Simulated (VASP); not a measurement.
# Ta4O (P-43m) in VASP: further runs

Ta4O is run at these levels: PBE; tasks: single point.

Program: VASP 6.6.1. These are calculated values, not measurements. Logs are shortened: lines on timing, memory, paths and dates and some standing lists are left out, and cuts for length are marked.

## Step 1: The cell of the first run

It takes space group P-43m (No. 215, cubic). The conventional cell has a = 4.396 Å, b = 4.396 Å, c = 4.396 Å, α = 90.00°, β = 90.00°, γ = 90.00°. Within 2.7 Å of Ta (site symmetry 3m) lie 1 O at 2.01 Å. O (site symmetry -43m) has 4 Ta at 2.01 Å within 2.7 Å.

## Step 2: Single point, PBE

Contents of INCAR:

```
  PREC = Accurate
  ENCUT = 600
  EDIFF = 1E-6
  ISMEAR = 0
  SIGMA = 0.1
  LREAL = F
  LASPH = T
  NELM = 120
  ALGO = Normal
  ISIF = 2
  LWAVE = F
  LCHARG = T
  GGA = PE
  LELF = T
  LVHAR = T
  NBANDS = 37
  GGA_COMPAT = F
```

Contents of KPOINTS:

```
Automatic mesh
0
Gamma
  4 4 4
```

Contents of POSCAR:

```
Ta4O
1.0
    4.3959182816      0.0000000000      0.0000000000
    0.0000000000      4.3959182816      0.0000000000
    0.0000000000      0.0000000000      4.3959182816
Ta O
4 1
Direct
    0.2637668389      0.7362331611      0.7362331611
    0.7362331611      0.2637668389      0.7362331611
    0.7362331611      0.7362331611      0.2637668389
    0.2637668389      0.2637668389      0.2637668389
    0.0000000000      0.0000000000      0.0000000000
```

Potentials or basis: VASP PAW PBE potentials, release 64 (Ta_sv_GW, O).

Command:

```
$ cat potpaw_PBE.64/Ta_sv_GW/POTCAR potpaw_PBE.64/O/POTCAR > POTCAR
$ mpirun -np 1 vasp_std > vasp.out
```

OUTCAR:

```text
PREC = Accurate
   ENCUT = 600
   EDIFF = 1E-6
   ISMEAR = 0
   LREAL = F
   LASPH = T
   NELM = 120
   ISIF = 2
   GGA = PE

 ion  position               nearest neighbor table
   1  0.264  0.736  0.736-   5 2.01   3 2.94   4 2.94   2 2.94   2 3.11   4 3.11   3 3.11   4 3.11
                             2 3.11   3 3.11   3 3.28   4 3.28   2 3.28
   2  0.736  0.264  0.736-   5 2.01   3 2.94   4 2.94   1 2.94   1 3.11   4 3.11   3 3.11   4 3.11
                             1 3.11   3 3.11   3 3.28   4 3.28   1 3.28
   3  0.736  0.736  0.264-   5 2.01   2 2.94   4 2.94   1 2.94   1 3.11   4 3.11   2 3.11   4 3.11
                             1 3.11   2 3.11   4 3.28   1 3.28   2 3.28
   4  0.264  0.264  0.264-   5 2.01   2 2.94   3 2.94   1 2.94   1 3.11   2 3.11   1 3.11   3 3.11
                             2 3.11   3 3.11   1 3.28   2 3.28   3 3.28
   5  0.000  0.000  0.000-   1 2.01   2 2.01   3 2.01   4 2.01

  LATTYP: Found a simple cubic cell.
 ALAT       =     4.3959182816

  Lattice vectors:

 A1 = (   4.3959182816,   0.0000000000,   0.0000000000)
 A2 = (   0.0000000000,   4.3959182816,   0.0000000000)
 A3 = (   0.0000000000,   0.0000000000,   4.3959182816)

Analysis of symmetry for initial positions (statically):
=====================================================================
 Subroutine PRICEL returns:
 Original cell was already a primitive cell.

 Routine SETGRP: Setting up the symmetry group for a
 simple cubic supercell.

 Subroutine GETGRP returns: Found 24 space group operations
 (whereof 24 operations were pure point group operations)
 out of a pool of 48 trial point group operations.

The static configuration has the point symmetry T_d .

Analysis of symmetry for dynamics (positions and initial velocities):
=====================================================================
 Subroutine PRICEL returns:
 Original cell was already a primitive cell.

 Routine SETGRP: Setting up the symmetry group for a
 simple cubic supercell.

 Subroutine GETGRP returns: Found 24 space group operations
 (whereof 24 operations were pure point group operations)
 out of a pool of 48 trial point group operations.

The dynamic configuration has the point symmetry T_d .

 Subroutine INISYM returns: Found 24 space group operations
 (whereof 24 operations are pure point group operations),
 and found     1 'primitive' translations

----------------------------------------------------------------------------------------

                                     Primitive cell

  volume of cell :      84.9472

  direct lattice vectors                    reciprocal lattice vectors
     4.395918282  0.000000000  0.000000000     0.227483756  0.000000000  0.000000000
     0.000000000  4.395918282  0.000000000     0.000000000  0.227483756  0.000000000
     0.000000000  0.000000000  4.395918282     0.000000000  0.000000000  0.227483756

  length of vectors
     4.395918282  4.395918282  4.395918282     0.227483756  0.227483756  0.227483756

  position of ions in fractional coordinates (direct lattice)
     0.263766839  0.736233161  0.736233161
     0.736233161  0.263766839  0.736233161
     0.736233161  0.736233161  0.263766839
     0.263766839  0.263766839  0.263766839
     0.000000000  0.000000000  0.000000000

  ion indices of the primitive-cell ions
   primitive index   ion index
                 1           1
                 2           2
                 3           3
                 4           4
                 5           5

----------------------------------------------------------------------------------------

 KPOINTS: Automatic mesh

Automatic generation of k-mesh.
 Grid dimensions read from file:
 generate k-points for:    4    4    4

 Generating k-lattice:

  Cartesian coordinates                     Fractional coordinates (reciprocal lattice)
     0.056870939  0.000000000  0.000000000     0.250000000  0.000000000  0.000000000
     0.000000000  0.056870939  0.000000000     0.000000000  0.250000000  0.000000000
     0.000000000  0.000000000  0.056870939     0.000000000  0.000000000  0.250000000

  Length of vectors
     0.056870939  0.056870939  0.056870939

  Shift w.r.t. Gamma in fractional coordinates (k-lattice)
     0.000000000  0.000000000  0.000000000

 Subroutine IBZKPT returns following result:
 ===========================================

 Found     10 irreducible k-points:

 Following reciprocal coordinates:
            Coordinates               Weight
  0.000000  0.000000  0.000000      1.000000
  0.250000  0.000000  0.000000      6.000000
  0.500000  0.000000  0.000000      3.000000
  0.250000  0.250000  0.000000     12.000000
  0.500000  0.250000  0.000000     12.000000
  0.500000  0.500000  0.000000      3.000000
  0.250000  0.250000  0.250000      8.000000
  0.500000  0.250000  0.250000     12.000000
  0.500000  0.500000  0.250000      6.000000
  0.500000  0.500000  0.500000      1.000000
   k-points           NKPTS =     10   k-points in BZ     NKDIM =     10   number of bands    NBANDS=     37
   number of dos      NEDOS =    301   number of ions     NIONS =      5
   total plane-waves  NPLWV =  46656
   dimension x,y,z NGX =    36 NGY =   36 NGZ =   36
   dimension x,y,z NGXF=    72 NGYF=   72 NGZF=   72
   ions per type =               4   1
   NGX,Y,Z   is equivalent  to a cutoff of  13.61, 13.61, 13.61 a.u.
   NGXF,Y,Z  is equivalent  to a cutoff of  27.23, 27.23, 27.23 a.u.
 SYSTEM =  unknown system
   PREC   = accura    normal or accurate (medium, high low for compatibility)
   ISTART =      0    job   : 0-new  1-cont  2-samecut
   ICHARG =      2    charge: 1-file 2-atom 10-const
   ISPIN  =      1    spin polarized calculation?
   LNONCOLLINEAR =      F non collinear calculations
   LSORBIT =      F    spin-orbit coupling
   LASPH  =      T    aspherical Exc in radial PAW
   ENCUT  =  600.0 eV  44.10 Ry    6.64 a.u.   8.78  8.78  8.78*2*pi/ulx,y,z
   NELM   =    120;   NELMIN=  2; NELMDL= -5     # of ELM steps
   EDIFF  = 0.1E-05   stopping-criterion for ELM
   LREAL  =      F    real-space projection
   EDIFFG = 0.1E-04   stopping-criterion for IOM
   NSW    =      0    number of steps for IOM
   IBRION =     -1    ionic relax: 0-MD 1-quasi-New 2-CG
   NFREE  =      0    steps in history (QN), initial steepest desc. (CG)
   ISIF   =      2    stress and relaxation
   ISYM   =      2    0-nonsym 1-usesym 2-fastsym
   POTIM  = 0.5000    time-step for ionic-motion
   TEBEG  =    0.0;   TEEND  =   0.0 temperature during run
   PSTRESS=    0.0 pullay stress
   NELECT =      58.0000    total number of electrons
   NUPDOWN=      -1.0000    fix difference up-down
   EMIN   =  10.00;   EMAX   =-10.00  energy-range for DOS
   EFERMI =   0.00;   METHOD = LEGACY
   ISMEAR =     0;   SIGMA  =   0.10  broadening in eV -4-tet -1-fermi 0-gaus
   EFERMI_NEDOS =   21; number of points for ismear=-14 and -15
   IALGO  =     38    algorithm
   IMIX   =      4    mixing-type and parameters
     AMIX     =   0.40;   BMIX     =  1.00
     AMIX_MAG =   1.60;   BMIX_MAG =  1.00
  volume/ion in A,a.u.               =      16.99       114.65
  Fermi-wavevector in a.u.,A,eV,Ry     =   1.441566  2.724165 28.274440  2.078113
  Thomas-Fermi vector in A             =   2.560184
   LORBIT       =      0    0 simple, 1 ext, 2 COOP (PROOUT), +10 PAW based schemes
   GGA     = PE    functional components
   LHFCALC =     F    Hartree Fock is set to
   AEXX    =    0.0000 exact exchange contribution
   IVDW    =     0    specifies the selected vdW correction
   LEPSILON=     F    determine dielectric tensor
   LRPA    =     F    only Hartree local field effects (RPA)
 non-spin polarized calculation
 Gauss-broadening in eV      SIGMA  =   0.10
  energy-cutoff  :      600.00
  volume of cell :       84.95
 maximum number of plane-waves:      2897
 NGX is ok and might be reduce to    36
   NGX = 17   NGY = 17   NGZ = 17

 number of electron      57.9999996 magnetization

 Free energy of the ion-electron system (eV)
  ---------------------------------------------------
  ext. energy  EPLUGINS =         0.00000000
  ---------------------------------------------------
  free energy    TOTEN  =       -64.71771470 eV

  energy without entropy =      -64.70437977  energy(sigma->0) =      -64.71104723

 E-fermi :   9.6891     XC(G=0): -12.5247

 val. band max:        9.6011977694   @ k =   0.5000   0.5000   0.5000
 cond. band min:       9.7079946824   @ k =   0.5000   0.2500   0.2500
 fundamental gap:      0.1067969131
 Fermi energy:         9.6890825183

 k-point     1 :       0.0000    0.0000    0.0000
  band No.  band energies     occupation
      1     -58.3626      2.00000
      2     -58.2857      2.00000
      3     -58.2857      2.00000
      4     -58.2857      2.00000
      5     -25.4545      2.00000
      6     -25.0223      2.00000
[... 29 lines left out ...]
     36      14.4007      0.00000
     37      14.4007      0.00000

 k-point     2 :       0.2500    0.0000    0.0000
  band No.  band energies     occupation
      1     -58.3525      2.00000
      2     -58.2955      2.00000
      3     -58.2855      2.00000
      4     -58.2855      2.00000
      5     -25.3569      2.00000
      6     -24.9701      2.00000
[... 29 lines left out ...]
     36      13.1380      0.00000
     37      14.0741      0.00000

 k-point     3 :       0.5000    0.0000    0.0000
  band No.  band energies     occupation
      1     -58.3362      2.00000
      2     -58.3119      2.00000
      3     -58.2854      2.00000
      4     -58.2854      2.00000
      5     -25.1387      2.00000
      6     -25.1005      2.00000
[... 29 lines left out ...]
     36      13.0529      0.00000
     37      13.5142      0.00000
[... 201 lines left out ...]
 k-point     9 :       0.5000    0.5000    0.2500
  band No.  band energies     occupation
      1     -58.3174      2.00000
      2     -58.3016      2.00000
      3     -58.3016      2.00000
      4     -58.2982      2.00000
      5     -25.3893      2.00000
      6     -25.0693      2.00000
[... 29 lines left out ...]
     36      13.2078      0.00000
     37      13.9677      0.00000

 k-point    10 :       0.5000    0.5000    0.5000
  band No.  band energies     occupation
      1     -58.3140      2.00000
      2     -58.3016      2.00000
      3     -58.3016      2.00000
      4     -58.3016      2.00000
      5     -25.4929      2.00000
      6     -25.1132      2.00000
[... 29 lines left out ...]
     36      14.0387      0.00000
     37      14.4988      0.00000

------------------------ aborting loop because EDIFF is reached ----------------------------------------

  FORCE on cell =-STRESS in cart. coord.  units (eV):
  Direction    XX          YY          ZZ          XY          YZ          ZX
  --------------------------------------------------------------------------------------
  -------------------------------------------------------------------------------------
  Total       -0.1857611     -0.1857611     -0.1857611      0.0000000      0.0000000     -0.0000000
  in kB       -3.5036161     -3.5036161     -3.5036161      0.0000000      0.0000000     -0.0000000
  external PRESSURE =      -3.5036161 kB  Pullay stress =       0.0000000 kB

 VOLUME and BASIS-vectors are now :
 -----------------------------------------------------------------------------
  energy-cutoff  :      600.00
  volume of cell :       84.95
      direct lattice vectors                 reciprocal lattice vectors
     4.395918282  0.000000000  0.000000000     0.227483756  0.000000000  0.000000000
     0.000000000  4.395918282  0.000000000     0.000000000  0.227483756  0.000000000
     0.000000000  0.000000000  4.395918282     0.000000000  0.000000000  0.227483756

 POSITION                                       TOTAL-FORCE (eV/Angst)
 -----------------------------------------------------------------------------------
      1.15950      3.23642      3.23642         0.025091     -0.025091     -0.025091
      3.23642      1.15950      3.23642        -0.025091      0.025091     -0.025091
      3.23642      3.23642      1.15950        -0.025091     -0.025091      0.025091
      1.15950      1.15950      1.15950         0.025091      0.025091      0.025091
      0.00000      0.00000      0.00000        -0.000000      0.000000      0.000000
 -----------------------------------------------------------------------------------
    total drift:                               -0.000000     -0.000000     -0.000000

  FREE ENERGIE OF THE ION-ELECTRON SYSTEM (eV)
  ---------------------------------------------------
  free  energy   TOTEN  =       -64.7177146998 eV

  energy  without entropy=      -64.7043797693  energy(sigma->0) =      -64.71104723
```

It took 25 s on 1 thread of Intel Xeon 6975P-C (Granite Rapids), shared host; peak memory 0.22 GiB.

What came out:

| Quantity | Value |
| --- | --- |
| Free energy | -64.7177 eV |
| Pressure | -0.4 GPa |
| Largest force | 0.043 eV/Å |
| Band gap on the k mesh | zero (band 29 reaches 11.29 eV, above the bottom of band 30 at 9.12 eV) |

Forces on the atoms (eV/Å):
```
Ta   0.025 -0.025 -0.025
Ta  -0.025  0.025 -0.025
Ta  -0.025 -0.025  0.025
Ta   0.025  0.025  0.025
O    0.000  0.000  0.000
```

Levels at points of the mesh, in eV from the Fermi level:
| k point | band 26 | band 27 | band 28 | band 29 | band 30 | band 31 | band 32 | band 33 |
| --- | --- | --- | --- | --- | --- | --- | --- | --- |
| (0.00, 0.00, 0.00) | -2.74 | -1.44 | 1.60 | 1.60 | 1.60 | 1.62 | 1.62 | 3.25 |
| (0.50, 0.00, 0.00) | -1.44 | -1.26 | -1.20 | -0.42 | -0.40 | 1.28 | 1.28 | 1.59 |
| (0.50, 0.50, 0.00) | -1.08 | -0.77 | -0.77 | -0.57 | -0.57 | 1.20 | 1.27 | 1.27 |
| (0.50, 0.50, 0.50) | -0.09 | 0.24 | 0.24 | 0.24 | 0.33 | 0.33 | 0.33 | 2.24 |

Caveat: spin-orbit coupling is left out, which moves the levels of the heavy elements.

## Step 3: Single point, PBE

Contents of INCAR:

```
  PREC = Accurate
  ENCUT = 600
  EDIFF = 1E-6
  ISMEAR = 0
  SIGMA = 0.1
  LREAL = False
  LASPH = True
  NELM = 120
  ALGO = Normal
  ISIF = 2
  LWAVE = False
  LCHARG = False
  GGA = PE
  NBANDS = 37
  GGA_COMPAT = False
```

Contents of KPOINTS:

```
Automatic mesh
0
Gamma
  8 8 8
```

Contents of POSCAR:

```
Ta4O
1.0
    4.3942969832      0.0000000000      0.0000000000
    0.0000000000      4.3942969832      0.0000000000
    0.0000000000      0.0000000000      4.3942969832
Ta O
4 1
Direct
    0.2637880664      0.7362119336      0.7362119336
    0.7362119336      0.2637880664      0.7362119336
    0.7362119336      0.7362119336      0.2637880664
    0.2637880664      0.2637880664      0.2637880664
    0.0000000000      0.0000000000      0.0000000000
```

Potentials or basis: VASP PAW PBE potentials, release 64 (Ta_sv_GW, O).

Command:

```
$ cat potpaw_PBE.64/Ta_sv_GW/POTCAR potpaw_PBE.64/O/POTCAR > POTCAR
$ mpirun -np 1 vasp_std > vasp.out
```

OUTCAR:

```text
PREC = Accurate
   ENCUT = 600
   EDIFF = 1E-6
   ISMEAR = 0
   LREAL = False
   LASPH = True
   NELM = 120
   ISIF = 2
   GGA = PE

 ion  position               nearest neighbor table
   1  0.264  0.736  0.736-   5 2.01   3 2.94   4 2.94   2 2.94   2 3.11   4 3.11   3 3.11   4 3.11
                             2 3.11   3 3.11   3 3.28   4 3.28   2 3.28
   2  0.736  0.264  0.736-   5 2.01   3 2.94   4 2.94   1 2.94   1 3.11   4 3.11   3 3.11   4 3.11
                             1 3.11   3 3.11   3 3.28   4 3.28   1 3.28
   3  0.736  0.736  0.264-   5 2.01   2 2.94   4 2.94   1 2.94   1 3.11   4 3.11   2 3.11   4 3.11
                             1 3.11   2 3.11   4 3.28   1 3.28   2 3.28
[... 1168 lines left out ...]
  -------------------------------------------------------------------------------------
  Total       -0.1463704     -0.1463704     -0.1463704      0.0000000      0.0000000     -0.0000000
  in kB       -2.7637302     -2.7637302     -2.7637302      0.0000000      0.0000000     -0.0000000
  external PRESSURE =      -2.7637302 kB  Pullay stress =       0.0000000 kB

 VOLUME and BASIS-vectors are now :
 -----------------------------------------------------------------------------
  energy-cutoff  :      600.00
  volume of cell :       84.85
      direct lattice vectors                 reciprocal lattice vectors
     4.394296983  0.000000000  0.000000000     0.227567687  0.000000000  0.000000000
     0.000000000  4.394296983  0.000000000     0.000000000  0.227567687  0.000000000
     0.000000000  0.000000000  4.394296983     0.000000000  0.000000000  0.227567687

 POSITION                                       TOTAL-FORCE (eV/Angst)
 -----------------------------------------------------------------------------------
      1.15916      3.23513      3.23513         0.021047     -0.021047     -0.021047
      3.23513      1.15916      3.23513        -0.021047      0.021047     -0.021047
      3.23513      3.23513      1.15916        -0.021047     -0.021047      0.021047
      1.15916      1.15916      1.15916         0.021047      0.021047      0.021047
      0.00000      0.00000      0.00000        -0.000000     -0.000000      0.000000
 -----------------------------------------------------------------------------------
    total drift:                               -0.000000     -0.000000     -0.000000

  FREE ENERGIE OF THE ION-ELECTRON SYSTEM (eV)
  ---------------------------------------------------
  free  energy   TOTEN  =       -64.7029392155 eV

  energy  without entropy=      -64.6768258526  energy(sigma->0) =      -64.68988253
```

OSZICAR:

```text
N       E                     dE             d eps       ncg     rms          rms(c)
DAV:   1     0.618477203760E+03    0.61848E+03   -0.39051E+04  2590   0.175E+03
DAV:   2    -0.238664153013E+02   -0.64234E+03   -0.63000E+03  3116   0.452E+02
DAV:   3    -0.697230722766E+02   -0.45857E+02   -0.45094E+02  3562   0.112E+02
DAV:   4    -0.707444084157E+02   -0.10213E+01   -0.10179E+01  3402   0.177E+01
DAV:   5    -0.707634237273E+02   -0.19015E-01   -0.19008E-01  3554   0.216E+00    0.149E+02
DAV:   6    -0.654686490774E+02    0.52948E+01   -0.20912E+01  2803   0.213E+01    0.115E+02
DAV:   7    -0.657156415638E+02   -0.24699E+00   -0.14325E+01  2770   0.199E+01    0.363E+01
DAV:   8    -0.647157642637E+02    0.99988E+00   -0.37663E+00  2890   0.919E+00    0.210E+01
DAV:   9    -0.647028292508E+02    0.12935E-01   -0.31510E-01  3038   0.268E+00    0.989E+00
DAV:  10    -0.647022106350E+02    0.61862E-03   -0.13076E-02  3277   0.523E-01    0.549E+00
DAV:  11    -0.647065641374E+02   -0.43535E-02   -0.19410E-02  3044   0.848E-01    0.654E-01
DAV:  12    -0.647029642785E+02    0.35999E-02   -0.24376E-02  2952   0.645E-01    0.296E-01
DAV:  13    -0.647029750436E+02   -0.10765E-04   -0.99976E-04  2915   0.136E-01    0.779E-01
DAV:  14    -0.647029593676E+02    0.15676E-04   -0.54452E-05  3210   0.312E-02    0.935E-01
DAV:  15    -0.647029388434E+02    0.20524E-04   -0.10265E-04  2886   0.455E-02    0.450E-01
DAV:  16    -0.647029392170E+02   -0.37352E-06   -0.10670E-05  2458   0.144E-02    0.142E-01
DAV:  17    -0.647029392155E+02    0.15061E-08   -0.30216E-06  2264   0.831E-03
   1 F= -.64702939E+02 E0= -.64689883E+02  d E =-.261134E-01
```

stdout:

```text
POSCAR found type information on POSCAR TaO
 POSCAR found :  2 types and       5 ions
 scaLAPACK will be used
 LDA part: xc-table for (Slater+PW92), standard interpolation
 POSCAR, INCAR and KPOINTS ok, starting setup
 FFT: planning ... GRIDC
 FFT: planning ... GRID_SOFT
 FFT: planning ... GRID
 WAVECAR not read
 entering main loop
```

Wall time 92 s (1 thread of AMD EPYC 9R45 (Zen 5), shared host); peak memory 0.25 GiB.

What came out:

- Free energy: -64.7029 eV
- Pressure: -0.3 GPa
- Largest force: 0.036 eV/Å
- Band gap on the k mesh: zero (band 29 reaches 11.31 eV, above the bottom of band 30 at 9.13 eV)

Forces in eV/Å, atoms in the order of the input:
```
Ta   0.021 -0.021 -0.021
Ta  -0.021  0.021 -0.021
Ta  -0.021 -0.021  0.021
Ta   0.021  0.021  0.021
O    0.000  0.000  0.000
```

Caveat: spin-orbit coupling is left out, which moves the levels of the heavy elements.

(Part 1 of 2 ends here.)
